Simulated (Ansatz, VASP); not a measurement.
**Cs2Be3 in VASP and in Ansatz**

```
Cs Be
1.0
     6.32213    0.00000    0.00000
     0.00000    6.32213    0.00000
     0.00000    0.00000    6.32213
Cs Be
2 3
Direct
  0.50000 0.50000 0.50000
  0.00000 0.00000 0.00000
  0.00000 0.50000 0.50000
  0.50000 0.00000 0.50000
  0.50000 0.50000 0.00000
```

Alike in both runs: functional PBE; k mesh 4 × 4 × 4; occupations gaussian, width 0.1 eV; no spin polarisation.

Ansatz relaxed the structure, and its values are those at the end. VASP's run is a single point on that final structure, the one shown.

|  | VASP | Ansatz |
| --- | --- | --- |
| version | VASP 6.6.1 | Ansatz 0.2.0 |
| potentials or method | VASP PAW PBE potentials, release 64 (Cs_sv, Be), cutoff 520 eV | scalar-relativistic, plane waves, PAW |
| valence electrons in the cell | 24 | 24 |

```csv
,VASP,Ansatz,Ansatz less VASP
gap on the k mesh at the Fermi level (eV),none,none,-
pressure (GPa),0.2,0.2,0.00
```

A gap of «none» marks a metal or a gap that the smearing closes. The functional is the same, so the differences come from potentials, cutoffs and numerics.

Neither program's run includes spin-orbit coupling.
